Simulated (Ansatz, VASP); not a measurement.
# CuI in VASP and in Ansatz

```
Cu I
1.0
     4.06914    0.00000    0.00000
    -2.03457    3.52398    0.00000
     0.00000    0.00000    6.02837
Cu I
2 2
Direct
  0.00000 0.00000 0.00000
  0.00000 0.00000 0.50000
  0.33333 0.66667 0.25000
  0.66667 0.33333 0.75000
```

Alike in both runs: task single point; functional LDA; k mesh 10 × 10 × 6; occupations fermi-dirac, width 0.08 eV; no spin polarisation.

|  | VASP | Ansatz |
| --- | --- | --- |
| version | VASP 6.6.1 | Ansatz 0.2.0 |
| potentials or method | VASP PAW LDA potentials, release 64 (Cu, I), cutoff 520 eV | all-electron LAPW, scalar-relativistic |

```csv
,VASP,Ansatz,Ansatz less VASP
pressure (GPa),-0.5,-0.7,-0.14
```

LDA's correlation is that of Perdew and Zunger in VASP and of Perdew and Wang (1992) in Ansatz. Ansatz ran all-electron here, and VASP with PAW potentials.

Neither program's run includes spin-orbit coupling.
